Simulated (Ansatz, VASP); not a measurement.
# BeS: VASP beside Ansatz

Contents of INCAR:

```
SYSTEM = BeS
PREC = Accurate
ENCUT = 600
EDIFF = 1E-6
ISMEAR = 0
SIGMA = 0.1
LREAL = .False.
LASPH = .True.
NELM = 120
ALGO = Normal
ISIF = 2
LWAVE = .False.
LCHARG = .False.
GGA = CA
NBANDS = 11
GGA_COMPAT = .False.
```

File KPOINTS:

```
regular mesh
0
Gamma
  6 6 6
  0 0 0
```

Contents of POSCAR:

```
BeS
1.0
    0.0000000000      2.4200000000      2.4200000000
    2.4200000000      0.0000000000      2.4200000000
    2.4200000000      2.4200000000      0.0000000000
Be S
1 1
Direct
    0.0000000000      0.0000000000      0.0000000000
    0.2500000000      0.2500000000      0.2500000000
```

Input for Ansatz:

```yaml
crystal:
  lattice:
    - [0.0, 2.42, 2.42]
    - [2.42, 0.0, 2.42]
    - [2.42, 2.42, 0.0]
  atoms:
    - { symbol: Be, position: [0.0, 0.0, 0.0] }
    - { symbol: S, position: [0.25, 0.25, 0.25] }
basis:
  ecutwfc: 420
kpoints:
  mp_grid: { grid: [6, 6, 6] }
hamiltonian:
  xc: lda
  pseudopotentials: { kind: paw, azcp: { folder: soft_1 } }
scf:
  occupations: { method: gaussian, width: 0.1 }
output:
  forces: true
  stress: true
  eigenvalues: true
```

Alike in both runs: task single point; functional LDA; k mesh 6 × 6 × 6; occupations gaussian, width 0.1 eV; no spin polarisation.

|  | VASP | Ansatz |
| --- | --- | --- |
| version | VASP 6.6.1 | Ansatz 0.2.0 |
| potentials or method | VASP PAW LDA potentials, release 64 (Be, S), cutoff 600 eV | scalar-relativistic, plane waves, PAW |
| valence electrons in the cell | 8 | 8 |

VASP gave:

| Quantity | Value |
| --- | --- |
| gap on the k mesh at the Fermi level (eV) | 2.89 |
| least direct gap on the mesh (eV) | 5.54 |
| pressure (GPa) | -2.5 |

Q: Estimate Ansatz's values.

A: gap on the k mesh at the Fermi level (eV): 2.88; least direct gap on the mesh (eV): 5.52; pressure (GPa): -2.6.

Ansatz warns that its potentials were made for another functional, while VASP's fit it. LDA's correlation is that of Perdew and Zunger in VASP and of Perdew and Wang (1992) in Ansatz.
